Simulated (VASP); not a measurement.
A run of VASP 6.6.1:

File INCAR:

```
ALGO = Normal ; EDIFF = 1E-6
EDIFFG = -0.04 ; ENCUT = 600
GGA = PE ; IBRION = 2
ISIF = 3 ; ISMEAR = 0
LASPH = True ; LCHARG = False
LREAL = False ; LWAVE = False
NELM = 60 ; NSW = 90
PREC = Accurate ; SIGMA = 0.1
```

File KPOINTS:

```
k-points
0
Gamma
  4 4 4
```

POSCAR

```
In4Sb3As
1.0
    6.0017366400      0.0000000000      0.0000000000
    0.0000000000      6.0017366400      0.0000000000
    0.0000000000      0.0000000000      6.0017366400
In Sb As
4 3 1
Direct
    0.2500000000      0.7500000000      0.2500000000
    0.2500000000      0.2500000000      0.7500000000
    0.7500000000      0.7500000000      0.7500000000
    0.7500000000      0.2500000000      0.2500000000
    0.0000000000      0.5000000000      0.5000000000
    0.5000000000      0.5000000000      0.0000000000
    0.5000000000      0.0000000000      0.5000000000
    0.0000000000      0.0000000000      0.0000000000
```

Potentials or basis: VASP PAW PBE potentials, release 64 (In_d, Sb, As).

Run with:

```console
$ cat potpaw_PBE.64/In_d/POTCAR potpaw_PBE.64/Sb/POTCAR potpaw_PBE.64/As/POTCAR > POTCAR
$ mpirun -np 1 vasp_std > vasp.out
```

Hardware: 1 thread of Intel(R) Xeon(R) Platinum 8259CL CPU @ 2.50GHz (Skylake/Cascade Lake), on a shared host.

**Question.** How long does it take, and how much memory?

**Answer.** Wall time 11 min on 1 thread of Intel(R) Xeon(R) Platinum 8259CL CPU @ 2.50GHz (Skylake/Cascade Lake) (shared host), peak memory 0.4 GiB. Counts: scf iterations 64, k points 10, ion steps 6.
